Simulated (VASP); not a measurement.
# ZrB2 (P1) in VASP: notebook, part 2 of 2

VASP 6.6.1.

## (4) Single point, PBE

Input file INCAR:

```
SYSTEM = ZrB2
PREC = Accurate
ENCUT = 420
EDIFF = 1E-6
ISMEAR = -1
SIGMA = 0.08
LREAL = .FALSE.
LASPH = .TRUE.
NELM = 120
ALGO = Normal
ISIF = 2
LWAVE = .FALSE.
LCHARG = .FALSE.
GGA = PE
NBANDS = 16
GGA_COMPAT = .FALSE.
```

Input file KPOINTS:

```
Automatic mesh
0
G
  7 7 5
  0 0 0
```

Input file POSCAR:

```
ZrB2
1.0
    3.1700000000      0.0000000000      0.0000000000
   -1.5850000000      2.7453005300      0.0000000000
    0.0000000000      0.0000000000      3.5330000000
Zr B
1 2
Direct
   -0.0064947787      0.0085050798     -0.0003566374
    0.3385931444      0.6590884970      0.4944279649
    0.6687522135      0.3618135753      0.5034964619
```

Potentials or basis: VASP PAW PBE potentials, release 64 (Zr_sv, B).

On the command line:

```console
$ cat potpaw_PBE.64/Zr_sv/POTCAR potpaw_PBE.64/B/POTCAR > POTCAR
$ mpirun -np 1 vasp_std > vasp.out
```

OUTCAR:

```text
SYSTEM = ZrB2
   PREC = Accurate
   ENCUT = 420
   EDIFF = 1E-6
   ISMEAR = -1
   LREAL = .FALSE.
   LASPH = .TRUE.
   NELM = 120
   ISIF = 2
   GGA = PE

 ion  position               nearest neighbor table
   1  0.994  0.009  1.000-   3 2.49   2 2.50   2 2.51   3 2.51   2 2.53   2 2.53   3 2.55   3 2.56
                             3 2.57   3 2.58   2 2.59   2 2.61
   2  0.339  0.659  0.494-   3 1.72   3 1.84   3 1.93   1 2.50   1 2.51   1 2.53   1 2.53   1 2.59
                             1 2.61
   3  0.669  0.362  0.503-   2 1.72   2 1.84   2 1.93   1 2.49   1 2.51   1 2.55   1 2.56   1 2.57
                             1 2.58

  LATTYP: Found a hexagonal cell.
 ALAT       =     3.1700000000
 C/A-ratio  =     1.1145110410

  Lattice vectors:

 A1 = (   3.1700000000,   0.0000000000,   0.0000000000)
 A2 = (  -1.5850000000,   2.7453005300,   0.0000000000)
 A3 = (   0.0000000000,   0.0000000000,   3.5330000000)

Analysis of symmetry for initial positions (statically):
=====================================================================
 Subroutine PRICEL returns:
 Original cell was already a primitive cell.

 Routine SETGRP: Setting up the symmetry group for a
 hexagonal supercell.

[... 172 lines left out ...]
 fundamental gap:      0.0501454141
 Fermi energy:        10.2672978668

 k-point     1 :       0.0000    0.0000    0.0000
  band No.  band energies     occupation
      1     -38.1037      2.00000
      2     -16.2941      2.00000
      3     -15.7569      2.00000
      4     -15.7183      2.00000
      5      -2.2143      2.00000
      6       7.4203      2.00000
[... 433 lines left out ...]
      3     -16.2485      2.00000
      4     -16.1049      2.00000
      5       1.7133      2.00000
      6       3.2511      2.00000
[... 8 lines left out ...]
     15      20.5484      0.00000
     16      21.1036      0.00000

 [... further k-points ...]

------------------------ aborting loop because EDIFF is reached ----------------------------------------

  FORCE on cell =-STRESS in cart. coord.  units (eV):
  Direction    XX          YY          ZZ          XY          YZ          ZX
  --------------------------------------------------------------------------------------
  -------------------------------------------------------------------------------------
  Total        0.2535014      0.7332379      0.3055076      0.0039690      0.0088046      0.0015166
  in kB       13.2098576     38.2087359     15.9198814      0.2068252      0.4588044      0.0790297
  external PRESSURE =      22.4461583 kB  Pullay stress =       0.0000000 kB

 VOLUME and BASIS-vectors are now :
 -----------------------------------------------------------------------------
  energy-cutoff  :      420.00
  volume of cell :       30.75
      direct lattice vectors                 reciprocal lattice vectors
     3.170000000  0.000000000  0.000000000     0.315457413  0.182129422  0.000000000
    -1.585000000  2.745300530  0.000000000     0.000000000  0.364258845  0.000000000
     0.000000000  0.000000000  3.533000000     0.000000000  0.000000000  0.283045570

 POSITION                                       TOTAL-FORCE (eV/Angst)
 -----------------------------------------------------------------------------------
      3.13593      0.02335      3.53174         0.360414      0.092324     -0.034711
      0.02869      1.80940      1.74681        -1.114629      0.997892      0.185691
      1.54647      0.99329      1.77885         0.754215     -1.090216     -0.150980
 -----------------------------------------------------------------------------------
    total drift:                                0.000035      0.000001      0.000003

  FREE ENERGIE OF THE ION-ELECTRON SYSTEM (eV)
  ---------------------------------------------------
  free  energy   TOTEN  =       -24.8674302518 eV

  energy  without entropy=      -24.8573152905  energy(sigma->0) =      -24.86237277
```

stdout:

```text
POSCAR found type information on POSCAR ZrB
 POSCAR found :  2 types and       3 ions
 scaLAPACK will be used
 LDA part: xc-table for (Slater+PW92), standard interpolation
 POSCAR, INCAR and KPOINTS ok, starting setup
 FFT: planning ... GRIDC
 FFT: planning ... GRID_SOFT
 FFT: planning ... GRID
 WAVECAR not read
 entering main loop
```

It took 38 s on 1 thread of Intel Xeon 8259CL, shared host; peak memory 0.17 GiB.

Results:

```
Free energy            : -24.8674 eV
Pressure               : 2.2 GPa
Largest force          : 1.508 eV/Å
Band gap on the k mesh : zero (bands 9 and 10 overlap by 0.53 eV)
```

Forces on the atoms (eV/Å):
```
Zr   0.360  0.092 -0.035
B   -1.115  0.998  0.186
B    0.754 -1.090 -0.151
```

Stress tensor (GPa, compression positive):
```
1.32 0.02 0.01
0.02 3.82 0.05
0.01 0.05 1.59
```

Levels at points of the mesh, in eV from the Fermi level:
```tsv
k point	band 6	band 7	band 8	band 9	band 10	band 11	band 12	band 13
(0.00, 0.00, 0.00)	-2.85	-2.33	-2.11	-1.90	3.55	3.74	4.08	4.39
```

Caveat: forces of over 1 eV/Å act on the atoms, so gaps and moduli don't describe the material at rest.

## (5) Overview

| cell | gap on the mesh (eV) | pressure (GPa) | largest force (eV/Å) |
| --- | --- | --- | --- |
| as given, atomic positions A | none | 1.7 | 0.99 |
| as given, atomic positions B | none | 1.5 | 0.74 |
| as given, atomic positions C | none | 2.2 | 1.51 |

Alike in all rows: task single point; level PBE; potentials or basis VASP PAW PBE potentials, release 64 (Zr_sv, B); no spin polarisation; k mesh 7 × 7 × 5; cutoff (eV) 420; smearing fermi-dirac 0.08 eV.

Caveats: forces of over 1 eV/Å act on the atoms, so gaps and moduli don't describe the material at rest (at least some runs).

Absolute energies hang on the potentials; compare differences alone.
